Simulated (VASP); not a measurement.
Wanted: the native input for a VASP 6.6.1 run.

| Quantity | Value |
| --- | --- |
| Task | single point |
| Functional | PBE |
| Potentials or basis | VASP PAW PBE potentials, release 64 (Cd, S) |
| Cutoff | 520 eV |
| k mesh | 12 × 12 × 8 |
| Occupations | gaussian, width 0.1 eV |
| Spin | no spin polarisation |
| Dipole correction | no |
| Further INCAR settings | ALGO = Normal; EDIFF = 1e-07; NBANDS = 22 |

The structure of Cd2S lies in POSCAR:

```
Cd2S
1.0
    3.8009163476      0.0000000000      0.0000000000
   -1.9004581738      3.2916901147      0.0000000000
    0.0000000000      0.0000000000      5.4119146225
Cd S
2 1
Direct
    0.6666666667      0.3333333333      0.6987820381
    0.3333333333      0.6666666667      0.3012179619
    0.0000000000      0.0000000000      0.0000000000
```

The input as run:

INCAR

```
SYSTEM = Cd2S
PREC = Accurate
ENCUT = 520
EDIFF = 1E-7
ISMEAR = 0
SIGMA = 0.1
LREAL = .FALSE.
LASPH = .TRUE.
NELM = 80
ALGO = Normal
ISIF = 2
LWAVE = .FALSE.
LCHARG = .TRUE.
GGA = PE
LELF = .TRUE.
LVHAR = .TRUE.
NBANDS = 22
```

KPOINTS

```
regular mesh
0
G
  12 12 8
  0 0 0
```

Potentials or basis: VASP PAW PBE potentials, release 64 (Cd, S).

Launch:

```sh
$ cat potpaw_PBE.64/Cd/POTCAR potpaw_PBE.64/S/POTCAR > POTCAR
$ mpirun -np 1 vasp_std > vasp.out
```

It gave:

The pressure is 0.3 GPa. The largest force is 0.014 eV/Å and the band gap on the k mesh is zero (bands 15 and 16 overlap by 2.16 eV).

Run time: 85 s on 1 thread of Intel(R) Xeon(R) 6975P-C (Granite Rapids), with other jobs on the host, peak memory 0.3 GiB.
